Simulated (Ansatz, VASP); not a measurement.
Te: VASP beside Ansatz

```xyz
3
Lattice="4.4540 0.0000 0.0000 -2.2270 3.8573 0.0000 0.0000 0.0000 5.9240" Properties=species:S:1:pos:R:3 pbc="T T T"
Te    1.1981    0.0000    1.9747
Te   -0.5991    1.0376    3.9493
Te    1.6279    2.8197    0.0000
```

Alike in both runs: task relaxation of cell and atoms; functional LDA; k mesh 9 × 9 × 6; occupations fermi-dirac, width 0.05 eV; no spin polarisation.

|  | VASP | Ansatz |
| --- | --- | --- |
| version | VASP 6.6.1 | Ansatz 0.2.0 |
| potentials or method | VASP PAW LDA potentials, release 64 (Te) | PAW with Ansatz's default frozen-core files, scalar-relativistic |
| plane-wave cutoff (eV) | 600 | 420 |
| valence electrons in the cell | 18 | 48 |

|  | VASP | Ansatz | Ansatz less VASP |
| --- | --- | --- | --- |
| relaxed volume (Å³/atom) | 31.31 | 31.32 | +0.010 |
| relaxed cell length with the largest relative difference (Å) | 5.936 | 5.927 | -0.0095 |

LDA's correlation is that of Perdew and Zunger in VASP and of Perdew and Wang (1992) in Ansatz. VASP's potentials hold 18 valence electrons a cell and Ansatz's 48, so a difference there can come from the potentials and not from the codes.

Neither program's run includes spin-orbit coupling.
